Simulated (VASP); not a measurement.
# Co (P6/mmm) in VASP: notebook

Co is run at these levels: PBEsol; tasks: single point.

All numbers are computed with VASP 6.6.1; they aren't measurements. Logs are shortened: lines on timing, memory, paths and dates and some standing lists are left out, and cuts for length are marked.

## (1) The cell of the first run

The structure is hexagonal, space group P6/mmm (No. 191). The conventional cell has a = 3.855 Å, b = 3.855 Å, c = 2.361 Å, α = 90.00°, β = 90.00°, γ = 120.00°. Co (site symmetry 6/mmm) has 14 Co at 2.36 to 2.52 Å within 3.1 Å. Within 2.9 Å of Co (site symmetry -6m2) lie 11 Co at 2.23 to 2.52 Å.

This isn't the form of Co at room conditions, which is hcp.

## (2) Single point, PBEsol

The input, INCAR:

```
SYSTEM = Co
PREC = Accurate
ENCUT = 520
EDIFF = 1E-7
ISMEAR = -1
SIGMA = 0.1
LREAL = .False.
LASPH = .True.
NELM = 100
ALGO = Normal
ISIF = 2
LWAVE = .False.
LCHARG = .False.
GGA = PS
NBANDS = 20
```

The input, KPOINTS:

```
regular mesh
0
Gamma
  9 9 13
  0 0 0
```

The input, POSCAR:

```
Co
1.0
    3.8548903590      0.0000000000      0.0000000000
   -1.9274451795      3.3384329797      0.0000000000
    0.0000000000      0.0000000000      2.3611187515
Co
3
Direct
    0.0000000000      1.0000000000      0.0000000000
    0.3333333333      0.6666666667      0.5000000000
    0.6666666667      0.3333333333      0.5000000000
```

Potentials or basis: VASP PAW PBE potentials, release 64 (Co).

Launch:

```sh
> cat potpaw_PBE.64/Co/POTCAR > POTCAR
> mpirun -np 1 vasp_std > vasp.out
```

OUTCAR:

```text
SYSTEM = Co
   PREC = Accurate
   ENCUT = 520
   EDIFF = 1E-7
   ISMEAR = -1
   LREAL = .False.
   LASPH = .True.
   NELM = 100
   ISIF = 2
   GGA = PS

 ion  position               nearest neighbor table
   1  0.000  0.000  0.000-   2 2.52   3 2.52   2 2.52   3 2.52   3 2.52   3 2.52   2 2.52   2 2.52
                             3 2.52   3 2.52   2 2.52   2 2.52
   2  0.333  0.667  0.500-   3 2.23   3 2.23   3 2.23   1 2.52   1 2.52   1 2.52   1 2.52   1 2.52
                             1 2.52
   3  0.667  0.333  0.500-   2 2.23   2 2.23   2 2.23   1 2.52   1 2.52   1 2.52   1 2.52   1 2.52
                             1 2.52

  LATTYP: Found a hexagonal cell.
 ALAT       =     3.8548903590
 C/A-ratio  =     0.6124995867

  Lattice vectors:

 A1 = (   3.8548903590,   0.0000000000,   0.0000000000)
 A2 = (  -1.9274451795,   3.3384329797,   0.0000000000)
 A3 = (   0.0000000000,   0.0000000000,   2.3611187515)

Analysis of symmetry for initial positions (statically):
=====================================================================
 Subroutine PRICEL returns:
 Original cell was already a primitive cell.

 Routine SETGRP: Setting up the symmetry group for a
 hexagonal supercell.

 Subroutine GETGRP returns: Found 24 space group operations
 (whereof 24 operations were pure point group operations)
 out of a pool of 24 trial point group operations.

The static configuration has the point symmetry D_6h.

Analysis of symmetry for dynamics (positions and initial velocities):
=====================================================================
 Subroutine PRICEL returns:
 Original cell was already a primitive cell.

 Routine SETGRP: Setting up the symmetry group for a
 hexagonal supercell.

 Subroutine GETGRP returns: Found 24 space group operations
 (whereof 24 operations were pure point group operations)
 out of a pool of 24 trial point group operations.

The dynamic configuration has the point symmetry D_6h.

 Subroutine INISYM returns: Found 24 space group operations
 (whereof 24 operations are pure point group operations),
 and found     1 'primitive' translations

----------------------------------------------------------------------------------------

                                     Primitive cell

  volume of cell :      30.3859

  direct lattice vectors                    reciprocal lattice vectors
     3.854890359  0.000000000  0.000000000     0.259410750  0.149770866  0.000000000
    -1.927445180  3.338432980  0.000000000     0.000000000  0.299541733  0.000000000
[... 80 lines left out ...]
   ICHARG =      2    charge: 1-file 2-atom 10-const
   ISPIN  =      1    spin polarized calculation?
   LNONCOLLINEAR =      F non collinear calculations
   LSORBIT =      F    spin-orbit coupling
   LASPH  =      T    aspherical Exc in radial PAW
   ENCUT  =  520.0 eV  38.22 Ry    6.18 a.u.   7.17  7.17  4.39*2*pi/ulx,y,z
   NELM   =    100;   NELMIN=  2; NELMDL= -5     # of ELM steps
   EDIFF  = 0.1E-06   stopping-criterion for ELM
   LREAL  =      F    real-space projection
   EDIFFG = 0.1E-05   stopping-criterion for IOM
   NSW    =      0    number of steps for IOM
   IBRION =     -1    ionic relax: 0-MD 1-quasi-New 2-CG
   NFREE  =      0    steps in history (QN), initial steepest desc. (CG)
   ISIF   =      2    stress and relaxation
   ISYM   =      2    0-nonsym 1-usesym 2-fastsym
   POTIM  = 0.5000    time-step for ionic-motion
   TEBEG  =    0.0;   TEEND  =   0.0 temperature during run
   PSTRESS=    0.0 pullay stress
   NELECT =      27.0000    total number of electrons
   NUPDOWN=      -1.0000    fix difference up-down
   EMIN   =  10.00;   EMAX   =-10.00  energy-range for DOS
   EFERMI =   0.00;   METHOD = LEGACY
   ISMEAR =    -1;   SIGMA  =   0.10  broadening in eV -4-tet -1-fermi 0-gaus
   EFERMI_NEDOS =   21; number of points for ismear=-14 and -15
   IALGO  =     38    algorithm
   IMIX   =      4    mixing-type and parameters
     AMIX     =   0.40;   BMIX     =  1.00
     AMIX_MAG =   1.60;   BMIX_MAG =  1.00
  volume/ion in A,a.u.               =      10.13        68.35
  Fermi-wavevector in a.u.,A,eV,Ry     =   1.573881  2.974204 33.703014  2.477102
  Thomas-Fermi vector in A             =   2.675099
   LORBIT       =      0    0 simple, 1 ext, 2 COOP (PROOUT), +10 PAW based schemes
   GGA     = PS    functional components
   LHFCALC =     F    Hartree Fock is set to
   AEXX    =    0.0000 exact exchange contribution
   IVDW    =     0    specifies the selected vdW correction
   LEPSILON=     F    determine dielectric tensor
   LRPA    =     F    only Hartree local field effects (RPA)
 non-spin polarized calculation
  energy-cutoff  :      520.00
  volume of cell :       30.39
 maximum number of plane-waves:       843
 NGX is ok and might be reduce to    30
   NGX = 15   NGY = 15   NGZ =  9

 number of electron      26.9999975 magnetization

 Free energy of the ion-electron system (eV)
  ---------------------------------------------------
  ext. energy  EPLUGINS =         0.00000000
  ---------------------------------------------------
  free energy    TOTEN  =       -22.37046858 eV

  energy without entropy =      -22.08610612  energy(sigma->0) =      -22.22828735

 E-fermi :  11.0511     XC(G=0): -13.9982

 val. band max:       11.0499603088   @ k =   0.1111   0.1111   0.2308
 cond. band min:      11.0525819941   @ k =   0.2222   0.2222   0.0769
 fundamental gap:      0.0026216853
 Fermi energy:        11.0511001023

 k-point     1 :       0.0000    0.0000    0.0000
  band No.  band energies     occupation
      1       1.7340      2.00000
      2       6.6240      2.00000
      3       7.9893      2.00000
      4       7.9893      2.00000
      5       7.9950      2.00000
      6       7.9950      2.00000
[... 541 lines left out ...]
     19      23.8894      0.00000
     20      24.0517      0.00000

 [... further k-points ...]
[... 5 lines left out ...]
  --------------------------------------------------------------------------------------
  -------------------------------------------------------------------------------------
  Total       -0.1955330     -0.1955330     -0.2057919      0.0000000      0.0000000     -0.0000000
  in kB      -10.3099860    -10.3099860    -10.8509125      0.0000000      0.0000000     -0.0000000
  external PRESSURE =     -10.4902948 kB  Pullay stress =       0.0000000 kB

 VOLUME and BASIS-vectors are now :
 -----------------------------------------------------------------------------
  energy-cutoff  :      520.00
  volume of cell :       30.39
      direct lattice vectors                 reciprocal lattice vectors
     3.854890359  0.000000000  0.000000000     0.259410750  0.149770866  0.000000000
    -1.927445180  3.338432980  0.000000000     0.000000000  0.299541733  0.000000000
     0.000000000  0.000000000  2.361118751     0.000000000  0.000000000  0.423528041

 POSITION                                       TOTAL-FORCE (eV/Angst)
 -----------------------------------------------------------------------------------
      0.00000      0.00000      0.00000        -0.000000      0.000000      0.000000
     -0.00000      2.22562      1.18056        -0.000000     -0.000000      0.000000
      1.92745      1.11281      1.18056         0.000000     -0.000000     -0.000000
 -----------------------------------------------------------------------------------
    total drift:                               -0.000000      0.000000      0.000000

  FREE ENERGIE OF THE ION-ELECTRON SYSTEM (eV)
  ---------------------------------------------------
  free  energy   TOTEN  =       -22.3704685771 eV

  energy  without entropy=      -22.0861061202  energy(sigma->0) =      -22.22828735
```

OSZICAR:

```text
N       E                     dE             d eps       ncg     rms          rms(c)
DAV:   1     0.159155112681E+03    0.15916E+03   -0.11748E+04  3440   0.177E+03
DAV:   2    -0.195471085283E+02   -0.17870E+03   -0.17037E+03  3360   0.323E+02
DAV:   3    -0.265075038129E+02   -0.69604E+01   -0.66583E+01  3624   0.916E+01
DAV:   4    -0.266134172750E+02   -0.10591E+00   -0.10585E+00  4624   0.975E+00
DAV:   5    -0.266155101740E+02   -0.20929E-02   -0.20928E-02  4116   0.125E+00    0.200E+01
DAV:   6    -0.250869934647E+02    0.15285E+01   -0.43550E+01  3616   0.102E+02    0.200E+01
DAV:   7    -0.317342498326E+02   -0.66473E+01   -0.55501E+01  3844   0.160E+02    0.362E+01
DAV:   8    -0.223711525792E+02    0.93631E+01   -0.27315E+01  3988   0.669E+01    0.257E+00
DAV:   9    -0.223922803762E+02   -0.21128E-01   -0.70305E-01  3440   0.101E+01    0.130E+00
DAV:  10    -0.223716290532E+02    0.20651E-01   -0.32430E-02  4620   0.227E+00    0.492E-01
DAV:  11    -0.223704528562E+02    0.11762E-02   -0.32051E-03  3536   0.720E-01    0.228E-01
DAV:  12    -0.223705355419E+02   -0.82686E-04   -0.71246E-04  5340   0.343E-01    0.181E-01
DAV:  13    -0.223704803451E+02    0.55197E-04   -0.51216E-04  4032   0.316E-01    0.656E-02
DAV:  14    -0.223704693074E+02    0.11038E-04   -0.57777E-05  4828   0.102E-01    0.127E-02
DAV:  15    -0.223704688878E+02    0.41967E-06   -0.57203E-06  3944   0.367E-02    0.941E-03
DAV:  16    -0.223704684689E+02    0.41887E-06   -0.15499E-06  3632   0.186E-02    0.163E-03
DAV:  17    -0.223704685939E+02   -0.12498E-06   -0.63368E-08  1868   0.357E-03    0.125E-03
DAV:  18    -0.223704685771E+02    0.16787E-07   -0.11236E-08  1840   0.138E-03
   1 F= -.22370469E+02 E0= -.22228287E+02  d E =-.284362E+00
```

It took 34 s on 1 thread of Intel Xeon 6975P-C (Granite Rapids), shared host; peak memory 0.17 GiB.

What came out:

* Free energy: -22.3705 eV
* Pressure: -1.0 GPa
* Band gap on the k mesh: zero (an odd number of electrons rules out a gap without spin polarisation)

Caveat: the PAW data sets were made with another functional, which shifts forces and pressure a little; the run has no spin polarisation, though such a crystal can be magnetic. Spin polarisation is off, so any magnetic state and its effect on volume and gap are missing.

## (3) Single point, PBEsol (8.91 Å³/atom)

This run uses another cell than the first one, of 8.91 Å³/atom.

The input, INCAR:

```
SYSTEM = Co
ALGO = Normal ; EDIFF = 1E-6
ENCUT = 520 ; GGA = PS
ISIF = 2 ; ISMEAR = -1
LASPH = .TRUE. ; LCHARG = .FALSE.
LREAL = .FALSE. ; LWAVE = .FALSE.
NBANDS = 20 ; NELM = 60
PREC = Accurate ; SIGMA = 0.1
```

The input, KPOINTS:

```
k-points
0
G
  11 11 15
  0 0 0
```

The input, POSCAR:

```
Co
1.0
    3.6940796426      0.0000000000      0.0000000000
   -1.8470398213      3.1991668141      0.0000000000
    0.0000000000      0.0000000000      2.2626222542
Co
3
Direct
    0.0000000000      1.0000000000      0.0000000000
    0.3333333333      0.6666666667      0.5000000000
    0.6666666667      0.3333333333      0.5000000000
```

Potentials or basis: VASP PAW PBE potentials, release 64 (Co).

Launch:

```sh
> cat potpaw_PBE.64/Co/POTCAR > POTCAR
> mpirun -np 1 vasp_std > vasp.out
```

It took 41 s on 1 thread of Intel Xeon 6975P-C (Granite Rapids), shared host; peak memory 0.18 GiB.

It converged, with:

- Free energy: -21.9319 eV
- Pressure: 44.8 GPa
- Band gap on the k mesh: zero (an odd number of electrons rules out a gap without spin polarisation)

Stress tensor (GPa, compression positive):
```
45.53  0.00  0.00
 0.00 45.53  0.00
 0.00  0.00 43.44
```

Levels at points of the mesh, in eV from the Fermi level:
```
           k point  band 12  band 13  band 14  band 15  band 16  band 17
(0.00, 0.00, 0.00)    -1.24    -1.21    -1.21     0.58     0.58     8.02
```

Caveat: the cell stands under pressure; the PAW data sets were made with another functional, which shifts forces and pressure a little; the run has no spin polarisation, though such a crystal can be magnetic.

## (4) Single point, PBEsol (9.32 Å³/atom)

This run uses another cell than the first one, of 9.32 Å³/atom.

The input, INCAR:

```
ALGO = Normal ; EDIFF = 1E-6
ENCUT = 520 ; GGA = PS
ISIF = 2 ; ISMEAR = -1
LASPH = True ; LCHARG = True
LELF = True ; LREAL = False
LVHAR = True ; LWAVE = False
NBANDS = 20 ; NELM = 60
PREC = Accurate ; SIGMA = 0.1
```

The input, KPOINTS:

```
k-points
0
Gamma
  11 11 15
```

The input, POSCAR:

```
Co
1.0
    3.7492232895      0.0000000000      0.0000000000
   -1.8746116448      3.2469226131      0.0000000000
    0.0000000000      0.0000000000      2.2963977151
Co
3
Direct
    0.0000000000      1.0000000000      0.0000000000
    0.3333333333      0.6666666667      0.5000000000
    0.6666666667      0.3333333333      0.5000000000
```

Potentials or basis: VASP PAW PBE potentials, release 64 (Co).

Launch:

```sh
> cat potpaw_PBE.64/Co/POTCAR > POTCAR
> mpirun -np 1 vasp_std > vasp.out
```

OUTCAR:

```text
EDIFF = 1E-6
   ENCUT = 520
   GGA = PS
   ISIF = 2
   ISMEAR = -1
   LASPH = True
   LREAL = False
   NELM = 60
   PREC = Accurate

 ion  position               nearest neighbor table
   1  0.000  0.000  0.000-   2 2.45   3 2.45   2 2.45   3 2.45   2 2.45   2 2.45   3 2.45   3 2.45
                             3 2.45   3 2.45   2 2.45   2 2.45
   2  0.333  0.667  0.500-   3 2.16   3 2.16   3 2.16   1 2.45   1 2.45   1 2.45   1 2.45   1 2.45
                             1 2.45
   3  0.667  0.333  0.500-   2 2.16   2 2.16   2 2.16   1 2.45   1 2.45   1 2.45   1 2.45   1 2.45
                             1 2.45

  LATTYP: Found a hexagonal cell.
 ALAT       =     3.7492232895
 C/A-ratio  =     0.6124995867

  Lattice vectors:

 A1 = (   3.7492232895,   0.0000000000,   0.0000000000)
 A2 = (  -1.8746116448,   3.2469226131,   0.0000000000)
 A3 = (   0.0000000000,   0.0000000000,   2.2963977151)

Analysis of symmetry for initial positions (statically):
=====================================================================
 Subroutine PRICEL returns:
 Original cell was already a primitive cell.

[... 165 lines left out ...]
  ext. energy  EPLUGINS =         0.00000000
  ---------------------------------------------------
  free energy    TOTEN  =       -22.19692663 eV

  energy without entropy =      -21.94089364  energy(sigma->0) =      -22.06891014

 E-fermi :  12.4550     XC(G=0): -14.5119

 val. band max:       12.4544570931   @ k =   0.1818   0.0000   0.2000
 cond. band min:      12.4556733886   @ k =   0.3636   0.2727   0.2667
 fundamental gap:      0.0012162955
 Fermi energy:        12.4549609767

 k-point     1 :       0.0000    0.0000    0.0000
  band No.  band energies     occupation
      1       2.5528      2.00000
      2       7.4709      2.00000
      3       9.0229      2.00000
      4       9.0229      2.00000
      5       9.0274      2.00000
      6       9.0274      2.00000
[... 541 lines left out ...]
     19      21.9858      0.00000
     20      23.6905      0.00000

 [... further k-points ...]
[... 5 lines left out ...]
  --------------------------------------------------------------------------------------
  -------------------------------------------------------------------------------------
  Total        4.5957107      4.5957107      4.4065022     -0.0000000      0.0000000     -0.0000000
  in kB      263.3922031    263.3922031    252.5481698     -0.0000000      0.0000000     -0.0000000
  external PRESSURE =     259.7775253 kB  Pullay stress =       0.0000000 kB

 VOLUME and BASIS-vectors are now :
 -----------------------------------------------------------------------------
  energy-cutoff  :      520.00
  volume of cell :       27.96
      direct lattice vectors                 reciprocal lattice vectors
     3.749223290  0.000000000  0.000000000     0.266721911  0.153991967  0.000000000
    -1.874611645  3.246922613  0.000000000     0.000000000  0.307983934  0.000000000
     0.000000000  0.000000000  2.296397715     0.000000000  0.000000000  0.435464638

 POSITION                                       TOTAL-FORCE (eV/Angst)
 -----------------------------------------------------------------------------------
      0.00000      0.00000      0.00000         0.000000      0.000000      0.000000
     -0.00000      2.16462      1.14820        -0.000000      0.000000     -0.000000
      1.87461      1.08231      1.14820         0.000000      0.000000      0.000000
 -----------------------------------------------------------------------------------
    total drift:                               -0.000000      0.000000     -0.000000

  FREE ENERGIE OF THE ION-ELECTRON SYSTEM (eV)
  ---------------------------------------------------
  free  energy   TOTEN  =       -22.1969266279 eV

  energy  without entropy=      -21.9408936448  energy(sigma->0) =      -22.06891014
```

stdout:

```text
POSCAR found type information on POSCAR Co
 POSCAR found :  1 types and       3 ions
 scaLAPACK will be used
 -----------------------------------------------------------------------------
|                                                                             |
|                                                                             |
|     You enforced a specific xc type in the INCAR file but a different       |
|     I HOPE YOU KNOW WHAT YOU ARE DOING!                                     |
|                                                                             |
 -----------------------------------------------------------------------------

 LDA part: xc-table for (Slater+PW92), standard interpolation
 POSCAR, INCAR and KPOINTS ok, starting setup
 FFT: planning ... GRIDC
 FFT: planning ... GRID_SOFT
 FFT: planning ... GRID
 WAVECAR not read
 entering main loop
```

Run time: 34 s. Hardware: 1 thread of Intel Xeon 6975P-C (Granite Rapids), shared host; peak memory 0.18 GiB.

What came out:

```
Free energy            : -22.1969 eV
Pressure               : 26.0 GPa
Band gap on the k mesh : zero (an odd number of electrons rules out a gap without spin polarisation)
```

Stress tensor (GPa, compression positive):
```
26.34  0.00  0.00
 0.00 26.34  0.00
 0.00  0.00 25.25
```

Caveat: the cell stands under pressure; the PAW data sets were made with another functional, which shifts forces and pressure a little; the run has no spin polarisation, though such a crystal can be magnetic. Spin polarisation is off, so any magnetic state and its effect on volume and gap are missing.

## (5) The runs side by side

| cell | k mesh | gap on the mesh (eV) | pressure (GPa) |
| --- | --- | --- | --- |
| a = 3.855, b = 3.855, c = 2.361 Å, angles 90.0, 90.0, 120.0°, 3 atoms | 9 × 9 × 13 | none | -1.0 |
| a = 3.694, b = 3.694, c = 2.263 Å, angles 90.0, 90.0, 120.0°, 3 atoms | 11 × 11 × 15 | none | 44.8 |
| a = 3.749, b = 3.749, c = 2.296 Å, angles 90.0, 90.0, 120.0°, 3 atoms | 11 × 11 × 15 | none | 26.0 |

Alike in all rows: task single point; level PBEsol; potentials or basis VASP PAW PBE potentials, release 64 (Co); no spin polarisation; cutoff (eV) 520; smearing fermi-dirac 0.1 eV.

Caveats: the PAW data sets were made with another functional, which shifts forces and pressure a little; the run has no spin polarisation, though such a crystal can be magnetic; the cell stands under pressure (at least some runs).

Total energies depend on the potentials used, so only differences within one code and one set of settings carry meaning.
